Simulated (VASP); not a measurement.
A run of VASP 6.6.1 is set up as follows.

File INCAR:

```
SYSTEM = P
PREC = Accurate ; ENCUT = 500
EDIFF = 1E-6 ; ISMEAR = -1
SIGMA = 0.15 ; LREAL = .FALSE.
LASPH = .TRUE. ; NELM = 120
ALGO = Normal ; ISIF = 2
LWAVE = .FALSE. ; LCHARG = .TRUE.
GGA = LIBXC ; LIBXC1 = GGA_X_PBE
LIBXC2 = LDA_C_PW ; LELF = .TRUE.
LVHAR = .TRUE. ; NBANDS = 18
GGA_COMPAT = .FALSE.
```

Contents of KPOINTS:

```
regular mesh
0
G
  8 8 6
  0 0 0
```

Contents of POSCAR:

```
P
1.0
    1.6800600174     -5.5722225395      0.0000000000
    1.6800600174      5.5722225395      0.0000000000
    0.0000000000      0.0000000000      4.6327491080
P
4
Direct
    0.9041431300      0.0958568700      0.5888151700
    0.0958568700      0.9041431300      0.4111848300
    0.5958568700      0.4041431300      0.0888151700
    0.4041431300      0.5958568700      0.9111848300
```

Potentials or basis: VASP PAW PBE potentials, release 64 (P).

Launch:

```sh
$ cat potpaw_PBE.64/P/POTCAR > POTCAR
$ mpirun -np 1 vasp_std > vasp.out
```

Q: Estimate the pressure.

A: 3.1 GPa.

Q: Predict the band gap on the k mesh.

A: 0.43 eV.

Forces in eV/Å, atoms in the order of the input:
```
P    0.000 -0.035  0.057
P    0.000  0.035 -0.057
P    0.000  0.035  0.057
P    0.000 -0.035 -0.057
```

Caveat: the cell stands under pressure; the PAW data sets were made with another functional, which shifts forces and pressure a little. A k mesh can miss the band edges.
